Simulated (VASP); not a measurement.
# NaCl (Pm-3m) in VASP: single point with PBE

Aim: the single point of NaCl with PBE.

Everything below comes from runs of VASP 6.6.1. Logs are shortened: lines on timing, memory, paths and dates and some standing lists are left out, and cuts for length are marked.

### Step 1. The cell of the first run

Symmetry: Pm-3m, No. 221, cubic system. Conventional cell: a = 2.860 Å, b = 2.860 Å, c = 2.860 Å, α = 90.00°, β = 90.00°, γ = 90.00°. Na (site symmetry m-3m) has 8 Cl at 2.48 Å and 6 Na at 2.86 Å within 3.3 Å. Cl (site symmetry m-3m) has 8 Na at 2.48 Å and 6 Cl at 2.86 Å within 3.3 Å.

### Step 2. Single point, PBE

Contents of INCAR:

```
SYSTEM = NaCl
PREC = Accurate ; ENCUT = 500
EDIFF = 1E-6 ; ISMEAR = 0
SIGMA = 0.01 ; LREAL = .False.
LASPH = .True. ; NELM = 120
ALGO = Normal ; ISIF = 2
LWAVE = .False. ; LCHARG = .False.
GGA = PE ; NBANDS = 70
GGA_COMPAT = .False.
```

Contents of KPOINTS:

```
Automatic mesh
0
Gamma
  2 2 2
  0 0 0
```

Contents of POSCAR:

```
NaCl
1.0
    5.7200000000      0.0000000000      0.0000000000
    0.0000000000      5.7200000000      0.0000000000
    0.0000000000      0.0000000000      5.7200000000
Na Cl
8 8
Direct
    0.0000000000      0.0000000000      0.0000000000
    0.0000000000      0.0000000000      0.5000000000
    0.0000000000      0.5000000000      0.0000000000
    0.0000000000      0.5000000000      0.5000000000
    0.5000000000      0.0000000000      0.0000000000
    0.5000000000      0.0000000000      0.5000000000
    0.5000000000      0.5000000000      0.0000000000
    0.5000000000      0.5000000000      0.5000000000
    0.2500000000      0.2500000000      0.2500000000
    0.2500000000      0.2500000000      0.7500000000
    0.2500000000      0.7500000000      0.2500000000
    0.2500000000      0.7500000000      0.7500000000
    0.7500000000      0.2500000000      0.2500000000
    0.7500000000      0.2500000000      0.7500000000
    0.7500000000      0.7500000000      0.2500000000
    0.7500000000      0.7500000000      0.7500000000
```

Potentials or basis: VASP PAW PBE potentials, release 64 (Na_pv, Cl).

Launch:

```console
$ cat potpaw_PBE.64/Na_pv/POTCAR potpaw_PBE.64/Cl/POTCAR > POTCAR
$ mpirun -np 1 vasp_std > vasp.out
```

OUTCAR:

```text
SYSTEM = NaCl
   PREC = Accurate
   ENCUT = 500
   EDIFF = 1E-6
   ISMEAR = 0
   LREAL = .False.
   LASPH = .True.
   NELM = 120
   ISIF = 2
   GGA = PE

 ion  position               nearest neighbor table
   1  0.000  0.000  0.000-   9 2.48  10 2.48  11 2.48  12 2.48  13 2.48  14 2.48  15 2.48  16 2.48

   2  0.000  0.000  0.500-   9 2.48  10 2.48  11 2.48  12 2.48  13 2.48  14 2.48  15 2.48  16 2.48

   3  0.000  0.500  0.000-   9 2.48  10 2.48  11 2.48  12 2.48  13 2.48  14 2.48  15 2.48  16 2.48

   4  0.000  0.500  0.500-   9 2.48  10 2.48  11 2.48  12 2.48  13 2.48  14 2.48  15 2.48  16 2.48

   5  0.500  0.000  0.000-   9 2.48  10 2.48  11 2.48  12 2.48  13 2.48  14 2.48  15 2.48  16 2.48

   6  0.500  0.000  0.500-   9 2.48  10 2.48  11 2.48  12 2.48  13 2.48  14 2.48  15 2.48  16 2.48

   7  0.500  0.500  0.000-   9 2.48  10 2.48  11 2.48  12 2.48  13 2.48  14 2.48  15 2.48  16 2.48

   8  0.500  0.500  0.500-   9 2.48  10 2.48  11 2.48  12 2.48  13 2.48  14 2.48  15 2.48  16 2.48

   9  0.250  0.250  0.250-   1 2.48   2 2.48   3 2.48   4 2.48   5 2.48   6 2.48   7 2.48   8 2.48

  10  0.250  0.250  0.750-   1 2.48   2 2.48   3 2.48   4 2.48   5 2.48   6 2.48   7 2.48   8 2.48

  11  0.250  0.750  0.250-   1 2.48   2 2.48   3 2.48   4 2.48   5 2.48   6 2.48   7 2.48   8 2.48

  12  0.250  0.750  0.750-   1 2.48   2 2.48   3 2.48   4 2.48   5 2.48   6 2.48   7 2.48   8 2.48

  13  0.750  0.250  0.250-   1 2.48   2 2.48   3 2.48   4 2.48   5 2.48   6 2.48   7 2.48   8 2.48

  14  0.750  0.250  0.750-   1 2.48   2 2.48   3 2.48   4 2.48   5 2.48   6 2.48   7 2.48   8 2.48

  15  0.750  0.750  0.250-   1 2.48   2 2.48   3 2.48   4 2.48   5 2.48   6 2.48   7 2.48   8 2.48

  16  0.750  0.750  0.750-   1 2.48   2 2.48   3 2.48   4 2.48   5 2.48   6 2.48   7 2.48   8 2.48

  LATTYP: Found a simple cubic cell.
 ALAT       =     5.7200000000

  Lattice vectors:

 A1 = (   5.7200000000,   0.0000000000,   0.0000000000)
 A2 = (   0.0000000000,   5.7200000000,   0.0000000000)
 A3 = (   0.0000000000,   0.0000000000,   5.7200000000)

Analysis of symmetry for initial positions (statically):
=====================================================================
 Subroutine PRICEL returns following result:

  LATTYP: Found a simple cubic cell.
 ALAT       =     2.8600000000

  Lattice vectors:

 A1 = (   2.8600000000,   0.0000000000,   0.0000000000)
 A2 = (   0.0000000000,   2.8600000000,   0.0000000000)
 A3 = (   0.0000000000,   0.0000000000,   2.8600000000)

   8 primitive cells build up your supercell.

 Routine SETGRP: Setting up the symmetry group for a
 simple cubic supercell.

 Subroutine GETGRP returns: Found 48 space group operations
 (whereof 48 operations were pure point group operations)
 out of a pool of 48 trial point group operations.

The static configuration has the point symmetry O_h .

Analysis of symmetry for dynamics (positions and initial velocities):
=====================================================================
 Subroutine PRICEL returns following result:

  LATTYP: Found a simple cubic cell.
 ALAT       =     2.8600000000

  Lattice vectors:

 A1 = (   2.8600000000,   0.0000000000,   0.0000000000)
 A2 = (   0.0000000000,   2.8600000000,   0.0000000000)
 A3 = (   0.0000000000,   0.0000000000,   2.8600000000)

   8 primitive cells build up your supercell.

 Routine SETGRP: Setting up the symmetry group for a
 simple cubic supercell.

 Subroutine GETGRP returns: Found 48 space group operations
 (whereof 48 operations were pure point group operations)
 out of a pool of 48 trial point group operations.

The dynamic configuration has the point symmetry O_h .

 Subroutine INISYM returns: Found 48 space group operations
 (whereof 48 operations are pure point group operations),
 and found     8 'primitive' translations

----------------------------------------------------------------------------------------

                                     Primitive cell

  volume of cell :      23.3937

  direct lattice vectors                    reciprocal lattice vectors
     2.860000000  0.000000000  0.000000000     0.349650350  0.000000000  0.000000000
     0.000000000  2.860000000  0.000000000     0.000000000  0.349650350  0.000000000
     0.000000000  0.000000000  2.860000000     0.000000000  0.000000000  0.349650350

  length of vectors
     2.860000000  2.860000000  2.860000000     0.349650350  0.349650350  0.349650350

  position of ions in fractional coordinates (direct lattice)
     0.000000000  0.000000000  0.000000000
     0.500000000  0.500000000  0.500000000

  ion indices of the primitive-cell ions
   primitive index   ion index
                 1           1
                 2           9

----------------------------------------------------------------------------------------

 KPOINTS: Automatic mesh

Automatic generation of k-mesh.
 Grid dimensions read from file:
 generate k-points for:    2    2    2

 Generating k-lattice:

  Cartesian coordinates                     Fractional coordinates (reciprocal lattice)
     0.087412587  0.000000000  0.000000000     0.500000000  0.000000000  0.000000000
     0.000000000  0.087412587  0.000000000     0.000000000  0.500000000  0.000000000
     0.000000000  0.000000000  0.087412587     0.000000000  0.000000000  0.500000000

  Length of vectors
     0.087412587  0.087412587  0.087412587

  Shift w.r.t. Gamma in fractional coordinates (k-lattice)
     0.000000000  0.000000000  0.000000000

 Subroutine IBZKPT returns following result:
 ===========================================

 Found      4 irreducible k-points:

 Following reciprocal coordinates:
            Coordinates               Weight
  0.000000  0.000000  0.000000      1.000000
  0.500000  0.000000  0.000000      3.000000
  0.500000  0.500000  0.000000      3.000000
  0.500000  0.500000  0.500000      1.000000
   k-points           NKPTS =      4   k-points in BZ     NKDIM =      4   number of bands    NBANDS=     70
   number of dos      NEDOS =    301   number of ions     NIONS =     16
   total plane-waves  NPLWV =  74088
   dimension x,y,z NGX =    42 NGY =   42 NGZ =   42
   dimension x,y,z NGXF=    84 NGYF=   84 NGZF=   84
   ions per type =               8   8
   NGX,Y,Z   is equivalent  to a cutoff of  12.21, 12.21, 12.21 a.u.
   NGXF,Y,Z  is equivalent  to a cutoff of  24.41, 24.41, 24.41 a.u.
 SYSTEM =  NaCl
   PREC   = accura    normal or accurate (medium, high low for compatibility)
   ISTART =      0    job   : 0-new  1-cont  2-samecut
   ICHARG =      2    charge: 1-file 2-atom 10-const
   ISPIN  =      1    spin polarized calculation?
   LNONCOLLINEAR =      F non collinear calculations
   LSORBIT =      F    spin-orbit coupling
   LASPH  =      T    aspherical Exc in radial PAW
   ENCUT  =  500.0 eV  36.75 Ry    6.06 a.u.  10.43 10.43 10.43*2*pi/ulx,y,z
   NELM   =    120;   NELMIN=  2; NELMDL= -5     # of ELM steps
   EDIFF  = 0.1E-05   stopping-criterion for ELM
   LREAL  =      F    real-space projection
   EDIFFG = 0.1E-04   stopping-criterion for IOM
   NSW    =      0    number of steps for IOM
   IBRION =     -1    ionic relax: 0-MD 1-quasi-New 2-CG
   NFREE  =      0    steps in history (QN), initial steepest desc. (CG)
   ISIF   =      2    stress and relaxation
   ISYM   =      2    0-nonsym 1-usesym 2-fastsym
   POTIM  = 0.5000    time-step for ionic-motion
   TEBEG  =    0.0;   TEEND  =   0.0 temperature during run
   PSTRESS=    0.0 pullay stress
   NELECT =     112.0000    total number of electrons
   NUPDOWN=      -1.0000    fix difference up-down
   EMIN   =  10.00;   EMAX   =-10.00  energy-range for DOS
   EFERMI =   0.00;   METHOD = LEGACY
   ISMEAR =     0;   SIGMA  =   0.01  broadening in eV -4-tet -1-fermi 0-gaus
   EFERMI_NEDOS =   21; number of points for ismear=-14 and -15
   IALGO  =     38    algorithm
   IMIX   =      4    mixing-type and parameters
     AMIX     =   0.40;   BMIX     =  1.00
     AMIX_MAG =   1.60;   BMIX_MAG =  1.00
  volume/ion in A,a.u.               =      11.70        78.93
  Fermi-wavevector in a.u.,A,eV,Ry     =   1.379595  2.607056 25.895713  1.903281
  Thomas-Fermi vector in A             =   2.504550
   LORBIT       =      0    0 simple, 1 ext, 2 COOP (PROOUT), +10 PAW based schemes
   GGA     = PE    functional components
   LHFCALC =     F    Hartree Fock is set to
   AEXX    =    0.0000 exact exchange contribution
   IVDW    =     0    specifies the selected vdW correction
   LEPSILON=     F    determine dielectric tensor
   LRPA    =     F    only Hartree local field effects (RPA)
 non-spin polarized calculation
 Gauss-broadening in eV      SIGMA  =   0.01
  energy-cutoff  :      500.00
  volume of cell :      187.15
 maximum number of plane-waves:      4780
 NGX is ok and might be reduce to    42
   NGX = 21   NGY = 21   NGZ = 21

 number of electron     112.0000026 magnetization

 Free energy of the ion-electron system (eV)
  ---------------------------------------------------
  ext. energy  EPLUGINS =         0.00000000
  ---------------------------------------------------
  free energy    TOTEN  =       -33.15460765 eV

  energy without entropy =      -33.15460765  energy(sigma->0) =      -33.15460765

 E-fermi :   6.9167     XC(G=0): -11.3632

 val. band max:        6.8362663329   @ k =   0.0000   0.0000   0.0000
 cond. band min:      11.2290020237   @ k =   0.0000   0.0000   0.0000
 fundamental gap:      4.3927356908
 Fermi energy:         6.9166993756

 k-point     1 :       0.0000    0.0000    0.0000
  band No.  band energies     occupation
      1     -16.3392      2.00000
      2     -16.3392      2.00000
      3     -16.3392      2.00000
      4     -16.1644      2.00000
      5     -16.1644      2.00000
      6     -16.1644      2.00000
[... 60 lines left out ...]
     67      16.1061      0.00000
     68      16.1117      0.00000

 k-point     2 :       0.5000    0.0000    0.0000
  band No.  band energies     occupation
      1     -16.2520      2.00000
      2     -16.2520      2.00000
      3     -16.2520      2.00000
      4     -16.2520      2.00000
      5     -16.1345      2.00000
      6     -16.1345      2.00000
[... 60 lines left out ...]
     67      15.3003      0.00000
     68      15.3003      0.00000

 k-point     3 :       0.5000    0.5000    0.0000
  band No.  band energies     occupation
      1     -16.1899      2.00000
      2     -16.1899      2.00000
      3     -16.1899      2.00000
      4     -16.1899      2.00000
      5     -16.1179      2.00000
      6     -16.1179      2.00000
[... 60 lines left out ...]
     67      15.4467      0.00000
     68      15.4468      0.00000

 k-point     4 :       0.5000    0.5000    0.5000
  band No.  band energies     occupation
      1     -16.0890      2.00000
      2     -16.0890      2.00000
      3     -16.0890      2.00000
      4     -16.0890      2.00000
      5     -16.0890      2.00000
      6     -16.0890      2.00000
[... 60 lines left out ...]
     67      16.7614      0.00000
     68      16.7614      0.00000
 [bands above 68 left out]

------------------------ aborting loop because EDIFF is reached ----------------------------------------

  FORCE on cell =-STRESS in cart. coord.  units (eV):
  Direction    XX          YY          ZZ          XY          YZ          ZX
  --------------------------------------------------------------------------------------
  -------------------------------------------------------------------------------------
  Total       77.3441350     77.3441350     77.3441350     -0.0000000      0.0000000      0.0000000
  in kB      662.1400893    662.1400893    662.1400893     -0.0000000      0.0000000      0.0000000
  external PRESSURE =     662.1400893 kB  Pullay stress =       0.0000000 kB

 VOLUME and BASIS-vectors are now :
 -----------------------------------------------------------------------------
  energy-cutoff  :      500.00
  volume of cell :      187.15
      direct lattice vectors                 reciprocal lattice vectors
     5.720000000  0.000000000  0.000000000     0.174825175  0.000000000  0.000000000
     0.000000000  5.720000000  0.000000000     0.000000000  0.174825175  0.000000000
     0.000000000  0.000000000  5.720000000     0.000000000  0.000000000  0.174825175

 POSITION                                       TOTAL-FORCE (eV/Angst)
 -----------------------------------------------------------------------------------
      0.00000      0.00000      0.00000         0.000000      0.000000     -0.000000
      0.00000      0.00000      2.86000        -0.000000      0.000000      0.000000
      0.00000      2.86000      0.00000         0.000000     -0.000000     -0.000000
      0.00000      2.86000      2.86000         0.000000      0.000000      0.000000
      2.86000      0.00000      0.00000        -0.000000      0.000000     -0.000000
      2.86000      0.00000      2.86000        -0.000000      0.000000     -0.000000
[... 8 lines left out ...]
      4.29000      4.29000      1.43000         0.000000     -0.000000     -0.000000
      4.29000      4.29000      4.29000         0.000000      0.000000      0.000000
 -----------------------------------------------------------------------------------
    total drift:                                0.000000      0.000000     -0.000000

  FREE ENERGIE OF THE ION-ELECTRON SYSTEM (eV)
  ---------------------------------------------------
  free  energy   TOTEN  =       -33.1546076540 eV

  energy  without entropy=      -33.1546076540  energy(sigma->0) =      -33.15460765
```

It took 89 s on 1 thread of Intel Xeon 8259CL, shared host; peak memory 0.26 GiB.

What came out:

| Quantity | Value |
| --- | --- |
| Free energy | -33.1546 eV |
| Pressure | 66.2 GPa |
| Band gap on the k mesh | 4.39 eV |

Caveat: the k points lie up to 0.55 Å⁻¹ apart.
